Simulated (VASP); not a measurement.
Input of a VASP 6.6.1 run:

File INCAR:

```
SYSTEM = Li5F
ALGO = Normal
EDIFF = 1E-6
ENCUT = 520
GGA = PE
ISIF = 2
ISMEAR = 0
LASPH = .TRUE.
LCHARG = .FALSE.
LREAL = .FALSE.
LWAVE = .FALSE.
NBANDS = 20
NELM = 100
PREC = Accurate
SIGMA = 0.1
```

The input KPOINTS:

```
k-points
0
G
  6 6 12
  0 0 0
```

Contents of POSCAR:

```
Li5F
1.0
    5.8549109438      0.0000000000      0.0000000000
    0.0000000000      5.8549109438      0.0000000000
    0.0000000000      0.0000000000      3.3665456827
Li F
5 1
Direct
    0.7745122450      0.7745122450      0.0000000000
    0.2254877550      0.2254877550      0.0000000000
    0.2254877550      0.7745122450      0.0000000000
    0.7745122450      0.2254877550      0.0000000000
    0.5000000000      0.5000000000      0.5000000000
    0.0000000000      0.0000000000      0.0000000000
```

Potentials or basis: VASP PAW PBE potentials, release 64 (Li_sv, F).

Command:

```bash
$ cat potpaw_PBE.64/Li_sv/POTCAR potpaw_PBE.64/F/POTCAR > POTCAR
$ mpirun -np 1 vasp_std > vasp.out
```

Problem. What does it give for the band gap on the k mesh?

Solution. Zero (bands 11 and 12 overlap by 2.34 eV).

Problem. Estimate the largest force.

Solution. 0.012 eV/Å.

Forces on the atoms (eV/Å):
```
Li  -0.009 -0.009  0.000
Li   0.009  0.009  0.000
Li   0.009 -0.009  0.000
Li  -0.009  0.009  0.000
Li   0.000  0.000  0.000
F    0.000  0.000  0.000
```
